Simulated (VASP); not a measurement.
The system is TiTe2.

```
Te Ti
1.0
     3.77700    0.00000    0.00000
    -1.88850    3.27098    0.00000
     0.00000    0.00000    6.49800
Te Ti
2 1
Cartesian
  0.0000 2.1807 4.7903
  1.8885 1.0903 1.7077
  0.0000 0.0000 0.0000
```

| Property | Result |
| --- | --- |
| Program | VASP 6.6.1 |
| Task | relaxation of cell and atoms |
| Functional | PBE |
| Dispersion | D4 |
| Potentials or basis | VASP PAW PBE potentials, release 64 (Te, Ti_sv) |
| Cutoff | 600 eV |
| k mesh | 8 × 8 × 4 |
| Occupations | fermi-dirac, width 0.05 eV |
| Spin | no spin polarisation |

At the start: pressure -1.4 GPa; volume 26.76 Å³/atom.

Q: Where does the relaxation end?

A: Over 10 steps the energy falls by 5.1 meV/atom and the volume is 25.68 Å³/atom (-4.1 %); space group P-3m1 (No. 164, to 0.1 Å) before and after.

The path:
```tsv
step	energy change (eV)	largest force (eV/Å)	pressure (GPa)	volume (Å³)
1	0.0000	0.0075	-1.41	80.28
2	-0.0061	0.2960	0.84	77.57
3	-0.0083	0.1964	0.04	78.47
4	-0.0115	0.1359	0.02	78.10
5	-0.0135	0.0228	-0.01	77.43
6	-0.0135	0.0369	-0.01	77.52
7	-0.0144	0.0211	-0.05	77.42
8	-0.0152	0.0178	-0.14	77.18
9	-0.0149	0.0401	0.31	76.67
10	-0.0153	0.0009	-0.01	77.03
```

Final structure:
```
Te Ti
1.0
     3.72816    0.00000    0.00000
    -1.86408    3.22868    0.00000
     0.00000    0.00000    6.39912
Te Ti
2 1
Direct
  0.33333 0.66667 0.73131
  0.66667 0.33333 0.26869
  0.00000 0.00000 0.00000
```
